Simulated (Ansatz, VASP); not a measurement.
Tl: VASP beside Ansatz

```
Tl
1.0
     3.61777    0.00000    0.00000
    -1.80889    3.13308    0.00000
     0.00000    0.00000    5.55442
Tl
2
Direct
  0.33333 0.66667 0.25000
  0.66667 0.33333 0.75000
```

Alike in both runs: functional PBE; k mesh 13 × 13 × 7; occupations fermi-dirac, width 0.05 eV; no spin polarisation.

Ansatz relaxed the structure, and its values are those at the end. VASP's run is a single point on that final structure, the one shown.

```csv
,VASP,Ansatz
version,VASP 6.6.1,Ansatz 0.2.0
potentials or method,"VASP PAW PBE potentials, release 64 (Tl_d)","PAW with Ansatz's default frozen-core files, scalar-relativistic"
plane-wave cutoff (eV),520,420
valence electrons in the cell,26,26
```

```tsv
	VASP	Ansatz	Ansatz less VASP
pressure (GPa)	-0.1	0.0	+0.07
```

Neither program's run includes spin-orbit coupling.
